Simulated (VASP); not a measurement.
Wanted: the native input for a VASP 6.6.1 run.

```
Task                   : relaxation of cell and atoms
Functional             : PBE
Potentials or basis    : VASP PAW PBE potentials, release 64 (Sb_d_GW, O)
Cutoff                 : 600 eV
k mesh                 : 10 × 10 × 10
Occupations            : gaussian, width 0.1 eV
Spin                   : no spin polarisation
Dipole correction      : no
Further INCAR settings : ALGO = Normal; EDIFF = 1e-07; IBRION = 2; EDIFFG = -0.01; NSW = 100; ISIF = 3
```

The structure of SbO6 lies in POSCAR:

```
SbO6
1.0
   -2.9210741029      2.9210741029      2.9210741029
    2.9210741029     -2.9210741029      2.9210741029
    2.9210741029      2.9210741029     -2.9210741029
Sb O
1 6
Direct
    0.0000000000      0.0000000000      0.0000000000
    0.0000000000      0.6121533176      0.6121533176
    0.0000000000      0.3878466824      0.3878466824
    0.6121533176      0.6121533176      0.0000000000
    0.3878466824      0.3878466824      0.0000000000
    0.6121533176      0.0000000000      0.6121533176
    0.3878466824      0.0000000000      0.3878466824
```

The cell was built from a structure type or drawn by symmetry, and may not be a known phase.

One way to write it, as run:

INCAR

```
PREC = Accurate
ENCUT = 600
EDIFF = 1E-7
ISMEAR = 0
SIGMA = 0.1
LREAL = F
LASPH = T
NELM = 120
ALGO = Normal
ISIF = 3
LWAVE = F
LCHARG = F
GGA = PE
IBRION = 2
NSW = 100
EDIFFG = -0.01
GGA_COMPAT = F
NELMIN = 4
```

KPOINTS

```
Automatic mesh
0
Gamma
  10 10 10
```

Potentials or basis: VASP PAW PBE potentials, release 64 (Sb_d_GW, O).

Run with:

```console
$ cat potpaw_PBE.64/Sb_d_GW/POTCAR potpaw_PBE.64/O/POTCAR > POTCAR
$ mpirun -np 1 vasp_std > vasp.out
```

Results of the run:

| Quantity | Value |
| --- | --- |
| Relaxed volume | 14.11 Å³/atom |
| Relaxed cell | a = 5.044 Å, b = 5.044 Å, c = 5.044 Å, α = 109.47°, β = 109.47°, γ = 109.47° |
| Space group after relaxing (to 0.1 Å) | Im-3m (No. 229) |
| Energy gained by relaxing | 0.7 meV/atom |
| Ionic steps | 5 |
| Pressure after relaxing | 0.0 GPa |
| Band gap on the k mesh | zero (an odd number of electrons rules out a gap without spin polarisation) |

Caveat: spin-orbit coupling is left out, which moves the levels of the heavy elements; an odd number of electrons without spin polarisation forces a metal; a magnetic or distorted state may lie lower.

Run time: 6.4 min on 1 thread of AMD EPYC 9R45 96-Core Processor (Zen 5), with other jobs on the host, peak memory 0.33 GiB.
